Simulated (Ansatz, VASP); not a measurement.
## B: VASP beside Ansatz

The input INCAR:

```
PREC = Accurate
ENCUT = 600
EDIFF = 1E-6
ISMEAR = 0
SIGMA = 0.1
LREAL = F
LASPH = T
NELM = 60
ALGO = Normal
ISIF = 3
LWAVE = F
LCHARG = F
GGA = PE
IBRION = 2
NSW = 100
EDIFFG = -0.01
```

Contents of KPOINTS:

```
Automatic mesh
0
Gamma
  12 12 12
```

The input POSCAR:

```
B
1.0
    2.1808189781      1.2590964241      2.7002270048
   -2.1808189781      1.2590964241      2.7002270048
    0.0000000000     -2.5181928481      2.7002270048
B
6
Direct
    0.1361819929      0.1361819929      0.5427941663
    0.5427941663      0.1361819929      0.1361819929
    0.1361819929      0.5427941663      0.1361819929
    0.4572058337      0.8638180071      0.8638180071
    0.8638180071      0.8638180071      0.4572058337
    0.8638180071      0.4572058337      0.8638180071
```

Input for Ansatz:

```yaml
crystal:
  lattice:
    - [2.1808189781, 1.2590964241, 2.7002270048]
    - [-2.1808189781, 1.2590964241, 2.7002270048]
    - [0.0, -2.5181928481, 2.7002270048]
  atoms:
    - { symbol: B, position: [0.1361819929, 0.1361819929, 0.5427941663] }
    - { symbol: B, position: [0.5427941663, 0.1361819929, 0.1361819929] }
    - { symbol: B, position: [0.1361819929, 0.5427941663, 0.1361819929] }
    - { symbol: B, position: [0.4572058337, 0.8638180071, 0.8638180071] }
    - { symbol: B, position: [0.8638180071, 0.8638180071, 0.4572058337] }
    - { symbol: B, position: [0.8638180071, 0.4572058337, 0.8638180071] }
basis:
  ecutwfc: 420
kpoints:
  mp_grid: { grid: [12, 12, 12] }
hamiltonian:
  xc: pbe
scf:
  occupations: { method: gaussian, width: 0.1 }
output:
  forces: true
  stress: true
  eigenvalues: true
relax:
  adjacent_minimum: "off"
  f_tol: 0.01
  max_steps: 80
  cell: { stress_tol: 0.05 }
```

Alike in both runs: task relaxation of cell and atoms; functional PBE; k mesh 12 × 12 × 12; occupations gaussian, width 0.1 eV; no spin polarisation.

```csv
,VASP,Ansatz
version,VASP 6.6.1,Ansatz 0.2.0
potentials or method,"VASP PAW PBE potentials, release 64 (B), cutoff 600 eV","scalar-relativistic, plane waves, PAW"
valence electrons in the cell,18,18
```

|  | VASP | Ansatz | Ansatz less VASP |
| --- | --- | --- | --- |
| gap on the k mesh at the Fermi level, each at its own relaxed structure (eV) | none | none | - |
| relaxed volume (Å³/atom) | 7.44 | 7.44 | -0.003 |
| relaxed length of the cell vector where the two differ most in proportion (Å) | 3.621 | 3.620 | -0.0007 |

A gap of «none» marks a metal or a gap that the smearing closes.
